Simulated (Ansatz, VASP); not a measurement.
# Two plane-wave programs on KPt

```
CELL_PARAMETERS angstrom
3.00085 0.00000 0.00000
-1.50042 2.59881 0.00000
0.00000 0.00000 5.34558
ATOMIC_POSITIONS crystal
Pt 0.66667 0.33333 0.00000
K 0.00000 0.00000 0.50000
```

Alike in both runs: task single point; functional LDA; k mesh 10 × 10 × 5; occupations gaussian, width 0.05 eV; no spin polarisation.

|  | VASP | Ansatz |
| --- | --- | --- |
| version | VASP 6.6.1 | Ansatz 0.2.0 |
| potentials or method | VASP PAW LDA potentials, release 64 (Pt, K_pv) | Ansatz PAW |
| plane-wave cutoff (eV) | 500 | 420 |
| valence electrons in the cell | 17 | 27 |

```csv
,VASP,Ansatz,Ansatz less VASP
gap on the k mesh at the Fermi level (eV),none,none,-
pressure (GPa),-5.4,-7.1,-1.70
"traceless stress, the component that is largest in VASP (GPa)",1.50,1.31,-0.192
```

LDA's correlation is that of Perdew and Zunger in VASP and of Perdew and Wang (1992) in Ansatz. A gap of «none» marks a metal or a gap that the smearing closes. VASP's potentials hold 17 valence electrons a cell and Ansatz's 27, so a difference there can come from the potentials and not from the codes.

Neither program's run includes spin-orbit coupling.
